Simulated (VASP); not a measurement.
# SnSe2 (P-3m1) in VASP: settings compared

SnSe2 is run at these levels: r2SCAN+D4, r2SCAN, r2SCAN+D3(BJ), PBEsol; tasks: single point, relaxation of cell and atoms.

All numbers are computed with VASP 6.6.1; they aren't measurements. Logs are shortened: lines on timing, memory, paths and dates and some standing lists are left out, and cuts for length are marked.

## (1) The cell of the first run

It takes space group P-3m1 (No. 164, trigonal). Conventional cell: a = 3.829 Å, b = 3.829 Å, c = 6.278 Å, α = 90.00°, β = 90.00°, γ = 120.00°. Within 3.6 Å of Sn (site symmetry -3m) lie 6 Se at 2.71 Å. Se (site symmetry 3m) has 3 Sn at 2.71 Å within 3.6 Å.

## (2) Single point, r2SCAN+D4

POSCAR reads:

```
SnSe2
1.0
    3.8292055045      0.0000000000      0.0000000000
   -1.9146027522      3.3161892432      0.0000000000
    0.0000000000      0.0000000000      6.2782605358
Sn Se
1 2
Direct
    0.0000000000      0.0000000000      0.0000000000
    0.6666666667      0.3333333333      0.7494351746
    0.3333333333      0.6666666667      0.2505648254
```

INCAR.step1 reads:

```
SYSTEM = SnSe2
PREC = Accurate
ENCUT = 520
ISMEAR = -1
SIGMA = 0.05
LREAL = .FALSE.
LASPH = .TRUE.
NELM = 100
NBANDS = 20
GGA = PE
ALGO = Normal
EDIFF = 1E-4
LWAVE = .TRUE.
LCHARG = .FALSE.
```

INCAR.step2 reads:

```
SYSTEM = SnSe2
PREC = Accurate
ENCUT = 520
EDIFF = 1E-6
ISMEAR = -1
SIGMA = 0.05
LREAL = .FALSE.
LASPH = .TRUE.
NELM = 100
ALGO = Normal
ISIF = 2
LWAVE = .FALSE.
LCHARG = .TRUE.
METAGGA = R2SCAN
LMIXTAU = .TRUE.
IVDW = 13
VDW_S6 = 1.0
VDW_S8 = 0.6018749
VDW_A1 = 0.51559235
VDW_A2 = 5.77342911
LELF = .TRUE.
LVHAR = .TRUE.
NBANDS = 20
ISTART = 1
```

KPOINTS reads:

```
regular mesh
0
G
  8 8 5
  0 0 0
```

Potentials or basis: VASP PAW PBE potentials, release 64 (Sn_d, Se).

Command:

```sh
$ cat potpaw_PBE.64/Sn_d/POTCAR potpaw_PBE.64/Se/POTCAR > POTCAR
$ cp INCAR.step1 INCAR
$ mpirun -np 1 vasp_std > vasp.out
$ cp INCAR.step2 INCAR
$ mpirun -np 1 vasp_std > vasp.out
```

OUTCAR:

```text
SYSTEM = SnSe2
   PREC = Accurate
   ENCUT = 520
   EDIFF = 1E-6
   ISMEAR = -1
   LREAL = .FALSE.
   LASPH = .TRUE.
   NELM = 100
   ISIF = 2
   METAGGA = R2SCAN
   IVDW = 13
   ISTART = 1

 ion  position               nearest neighbor table
   1  0.000  0.000  0.000-   2 2.71   3 2.71   3 2.71   2 2.71   2 2.71   3 2.71
   2  0.667  0.333  0.749-   1 2.71   1 2.71   1 2.71
   3  0.333  0.667  0.251-   1 2.71   1 2.71   1 2.71

  LATTYP: Found a hexagonal cell.
 ALAT       =     3.8292055045
 C/A-ratio  =     1.6395726289

  Lattice vectors:

 A1 = (   3.8292055045,   0.0000000000,   0.0000000000)
 A2 = (  -1.9146027522,   3.3161892432,   0.0000000000)
 A3 = (   0.0000000000,   0.0000000000,   6.2782605358)

Analysis of symmetry for initial positions (statically):
=====================================================================
 Subroutine PRICEL returns:
 Original cell was already a primitive cell.

 Routine SETGRP: Setting up the symmetry group for a
 hexagonal supercell.

 Subroutine GETGRP returns: Found 12 space group operations
 (whereof 12 operations were pure point group operations)
 out of a pool of 24 trial point group operations.

The static configuration has the point symmetry D_3d.

Analysis of symmetry for dynamics (positions and initial velocities):
=====================================================================
 Subroutine PRICEL returns:
 Original cell was already a primitive cell.

 Routine SETGRP: Setting up the symmetry group for a
 hexagonal supercell.

 Subroutine GETGRP returns: Found 12 space group operations
 (whereof 12 operations were pure point group operations)
 out of a pool of 24 trial point group operations.

The dynamic configuration has the point symmetry D_3d.

 Subroutine INISYM returns: Found 12 space group operations
 (whereof 12 operations are pure point group operations),
 and found     1 'primitive' translations

----------------------------------------------------------------------------------------

                                     Primitive cell

  volume of cell :      79.7237

  direct lattice vectors                    reciprocal lattice vectors
     3.829205504  0.000000000  0.000000000     0.261150779  0.150775472  0.000000000
    -1.914602752  3.316189243  0.000000000     0.000000000  0.301550945  0.000000000
     0.000000000  0.000000000  6.278260536     0.000000000  0.000000000  0.159279787

  length of vectors
     3.829205504  3.829205504  6.278260536     0.301550945  0.301550945  0.159279787

  position of ions in fractional coordinates (direct lattice)
     0.000000000  0.000000000  0.000000000
     0.666666667  0.333333333  0.749435175
     0.333333333  0.666666667  0.250564825

  ion indices of the primitive-cell ions
   primitive index   ion index
                 1           1
                 2           2
                 3           3

----------------------------------------------------------------------------------------

 KPOINTS: regular mesh

Automatic generation of k-mesh.
 Grid dimensions read from file:
 generate k-points for:    8    8    5

 Generating k-lattice:

  Cartesian coordinates                     Fractional coordinates (reciprocal lattice)
     0.032643847  0.018846934  0.000000000     0.125000000  0.000000000  0.000000000
     0.000000000  0.037693868  0.000000000     0.000000000  0.125000000  0.000000000
     0.000000000  0.000000000  0.031855957     0.000000000  0.000000000  0.200000000

  Length of vectors
     0.037693868  0.037693868  0.031855957

  Shift w.r.t. Gamma in fractional coordinates (k-lattice)
     0.000000000  0.000000000  0.000000000

 Subroutine IBZKPT returns following result:
 ===========================================

 Found     40 irreducible k-points:

 Following reciprocal coordinates:
            Coordinates               Weight
  0.000000  0.000000  0.000000      1.000000
  0.125000 -0.000000  0.000000      6.000000
  0.250000 -0.000000  0.000000      6.000000
  0.375000 -0.000000  0.000000      6.000000
  0.500000 -0.000000  0.000000      3.000000
  0.125000  0.125000  0.000000      6.000000
[... 16 lines left out ...]
 -0.125000  0.500000  0.200000     12.000000
  0.250000  0.250000  0.200000     12.000000
 [... further k-points ...]
   k-points           NKPTS =     40   k-points in BZ     NKDIM =     40   number of bands    NBANDS=     20
   number of dos      NEDOS =    301   number of ions     NIONS =      3
   total plane-waves  NPLWV =  37632
   dimension x,y,z NGX =    28 NGY =   28 NGZ =   48
   dimension x,y,z NGXF=    56 NGYF=   56 NGZF=   96
   ions per type =               1   2
   NGX,Y,Z   is equivalent  to a cutoff of  12.16, 12.16, 12.71 a.u.
   NGXF,Y,Z  is equivalent  to a cutoff of  24.31, 24.31, 25.42 a.u.
 SYSTEM =  SnSe2
   PREC   = accura    normal or accurate (medium, high low for compatibility)
   ISTART =      1    job   : 0-new  1-cont  2-samecut
   ICHARG =      0    charge: 1-file 2-atom 10-const
   ISPIN  =      1    spin polarized calculation?
   LNONCOLLINEAR =      F non collinear calculations
   LSORBIT =      F    spin-orbit coupling
   LASPH  =      T    aspherical Exc in radial PAW
   ENCUT  =  520.0 eV  38.22 Ry    6.18 a.u.   7.12  7.12 11.67*2*pi/ulx,y,z
   NELM   =    100;   NELMIN=  2; NELMDL=  0     # of ELM steps
   EDIFF  = 0.1E-05   stopping-criterion for ELM
   LREAL  =      F    real-space projection
   EDIFFG = 0.1E-04   stopping-criterion for IOM
   NSW    =      0    number of steps for IOM
   IBRION =     -1    ionic relax: 0-MD 1-quasi-New 2-CG
   NFREE  =      0    steps in history (QN), initial steepest desc. (CG)
   ISIF   =      2    stress and relaxation
   ISYM   =      2    0-nonsym 1-usesym 2-fastsym
   POTIM  = 0.5000    time-step for ionic-motion
   TEBEG  =    0.0;   TEEND  =   0.0 temperature during run
   PSTRESS=    0.0 pullay stress
   NELECT =      26.0000    total number of electrons
   NUPDOWN=      -1.0000    fix difference up-down
   EMIN   =  10.00;   EMAX   =-10.00  energy-range for DOS
   EFERMI =   0.00;   METHOD = LEGACY
   ISMEAR =    -1;   SIGMA  =   0.05  broadening in eV -4-tet -1-fermi 0-gaus
   EFERMI_NEDOS =   21; number of points for ismear=-14 and -15
   IALGO  =     38    algorithm
   IMIX   =      4    mixing-type and parameters
     AMIX     =   0.40;   BMIX     =  1.00
     AMIX_MAG =   1.60;   BMIX_MAG =  1.00
  volume/ion in A,a.u.               =      26.57       179.33
  Fermi-wavevector in a.u.,A,eV,Ry     =   1.126861  2.129458 17.276878  1.269815
  Thomas-Fermi vector in A             =   2.263544
   LORBIT       =      0    0 simple, 1 ext, 2 COOP (PROOUT), +10 PAW based schemes
   METAGGA = R2SCAN    functional components
   LHFCALC =     F    Hartree Fock is set to
   AEXX    =    0.0000 exact exchange contribution
   IVDW    =    13    specifies the selected vdW correction
   LEPSILON=     F    determine dielectric tensor
   LRPA    =     F    only Hartree local field effects (RPA)
 non-spin polarized calculation
  energy-cutoff  :      520.00
  volume of cell :       79.72
 maximum number of plane-waves:      2172
   NGX = 15   NGY = 15   NGZ = 23

 number of electron      25.9999999 magnetization

 Free energy of the ion-electron system (eV)
  ---------------------------------------------------
  ext. energy  EPLUGINS =         0.00000000
  ---------------------------------------------------
  free energy    TOTEN  =       -54.62938546 eV

  energy without entropy =      -54.62938214  energy(sigma->0) =      -54.62938380

 E-fermi :   4.0268     XC(G=0):  -9.8563

 val. band max:        3.4907284045   @ k =   0.1250  -0.0000   0.2000
 cond. band min:       4.5067738383   @ k =   0.5000  -0.0000   0.4000
 fundamental gap:      1.0160454338
 Fermi energy:         4.0268186648

 k-point     1 :       0.0000    0.0000    0.0000
  band No.  band energies     occupation
      1     -18.3435      2.00000
      2     -18.3434      2.00000
      3     -18.2876      2.00000
      4     -18.2798      2.00000
      5     -18.2798      2.00000
      6     -10.7134      2.00000
[... 12 lines left out ...]
     19      13.0862      0.00000
     20      13.0862      0.00000

 k-point     2 :       0.1250   -0.0000    0.0000
  band No.  band energies     occupation
      1     -18.3513      2.00000
      2     -18.3386      2.00000
      3     -18.2847      2.00000
      4     -18.2816      2.00000
      5     -18.2785      2.00000
      6     -10.5571      2.00000
[... 12 lines left out ...]
     19      12.5069      0.00000
     20      13.2831      0.00000

 k-point     3 :       0.2500   -0.0000    0.0000
  band No.  band energies     occupation
      1     -18.3719      2.00000
      2     -18.3293      2.00000
      3     -18.2913      2.00000
      4     -18.2727      2.00000
      5     -18.2706      2.00000
      6     -10.1145      2.00000
[... 12 lines left out ...]
     19      12.4270      0.00000
     20      13.6694      0.00000

 k-point     4 :       0.3750   -0.0000    0.0000
  band No.  band energies     occupation
      1     -18.3937      2.00000
      2     -18.3240      2.00000
      3     -18.2979      2.00000
      4     -18.2628      2.00000
      5     -18.2584      2.00000
      6      -9.4989      2.00000
[... 12 lines left out ...]
     19      13.4885      0.00000
     20      14.2021      0.00000

 k-point     5 :       0.5000   -0.0000    0.0000
  band No.  band energies     occupation
      1     -18.4029      2.00000
      2     -18.3229      2.00000
      3     -18.3005      2.00000
      4     -18.2577      2.00000
      5     -18.2533      2.00000
      6      -9.0914      2.00000
[... 12 lines left out ...]
     19      14.0454      0.00000
     20      14.7486      0.00000
[... 353 lines left out ...]
      6      -9.6745      2.00000
[... 12 lines left out ...]
     19      11.6641      0.00000
     20      13.5898      0.00000

 k-point    22 :       0.3750    0.1250    0.2000
  band No.  band energies     occupation
      1     -18.3938      2.00000
      2     -18.3308      2.00000
      3     -18.2956      2.00000
      4     -18.2634      2.00000
      5     -18.2541      2.00000
      6      -9.1073      2.00000
[... 12 lines left out ...]
     19      13.6572      0.00000
     20      14.9493      0.00000

 k-point    23 :      -0.1250    0.5000    0.2000
  band No.  band energies     occupation
      1     -18.3938      2.00000
      2     -18.3308      2.00000
      3     -18.2956      2.00000
      4     -18.2635      2.00000
      5     -18.2541      2.00000
      6      -9.1088      2.00000
[... 12 lines left out ...]
     19      13.1819      0.00000
     20      14.2811      0.00000

 k-point    24 :       0.2500    0.2500    0.2000
  band No.  band energies     occupation
      1     -18.3809      2.00000
      2     -18.3424      2.00000
      3     -18.2872      2.00000
      4     -18.2732      2.00000
      5     -18.2543      2.00000
      6      -9.1459      2.00000
[... 12 lines left out ...]
     19      11.5932      0.00000
     20      13.8969      0.00000

 [... further k-points ...]

------------------------ aborting loop because EDIFF is reached ----------------------------------------

  DFT-D4 for vdW energy calculation

  Edisp (eV):   -0.40155

  FORCE on cell =-STRESS in cart. coord.  units (eV):
  Direction    XX          YY          ZZ          XY          YZ          ZX
  --------------------------------------------------------------------------------------
  -------------------------------------------------------------------------------------
  Total       0.03278     0.03278     0.04590     0.00000     0.00000     0.00000
  in kB       0.65877     0.65877     0.92252     0.00000     0.00000     0.00000
  external pressure =        0.75 kB  Pullay stress =        0.00 kB

 VOLUME and BASIS-vectors are now :
 -----------------------------------------------------------------------------
  energy-cutoff  :      520.00
  volume of cell :       79.72
      direct lattice vectors                 reciprocal lattice vectors
     3.829205504  0.000000000  0.000000000     0.261150779  0.150775472  0.000000000
    -1.914602752  3.316189243  0.000000000     0.000000000  0.301550945  0.000000000
     0.000000000  0.000000000  6.278260536     0.000000000  0.000000000  0.159279787

 POSITION                                       TOTAL-FORCE (eV/Angst)
 -----------------------------------------------------------------------------------
      0.00000      0.00000      0.00000        -0.000000      0.000000      0.000000
      1.91460      1.10540      4.70515        -0.000000     -0.000000     -0.016723
     -0.00000      2.21079      1.57311         0.000000      0.000000      0.016723
 -----------------------------------------------------------------------------------
    total drift:                               -0.000000     -0.000000     -0.000000

  FREE ENERGIE OF THE ION-ELECTRON SYSTEM (eV)
  ---------------------------------------------------
  free  energy   TOTEN  =       -55.0309318870 eV

  energy  without entropy=      -55.0309285667  energy(sigma->0) =      -55.03093023
```

Run time: 2 min. Hardware: 1 thread of Intel Xeon 6975P-C (Granite Rapids), shared host; peak memory 0.22 GiB.

What came out:

| Item | Value |
| --- | --- |
| Free energy | -55.0309 eV |
| Pressure | 0.1 GPa |
| Largest force | 0.017 eV/Å |
| Band gap on the k mesh | 1.02 eV (least direct gap 1.53 eV) |
| Dispersion energy per atom | -0.134 eV |

Forces on the atoms (eV/Å):
```
Sn   0.000  0.000  0.000
Se   0.000  0.000 -0.017
Se   0.000  0.000  0.017
```

Levels at points of the mesh, in eV from the valence-band top:
```csv
k point,band 11,band 12,band 13,band 14,band 15,band 16
"(0.00, 0.00, 0.00)",-0.26,-0.26,-0.10,1.47,3.60,5.09
"(0.50, 0.00, 0.00)",-2.49,-1.13,-0.25,1.42,4.31,5.86
```

Caveat: the PAW data sets were made with another functional, which shifts forces and pressure a little; spin-orbit coupling is left out, which moves the levels of the heavy elements; an odd mesh through Γ misses points on the zone boundary, where band edges can lie.

(Continued in part 2 of 2.)
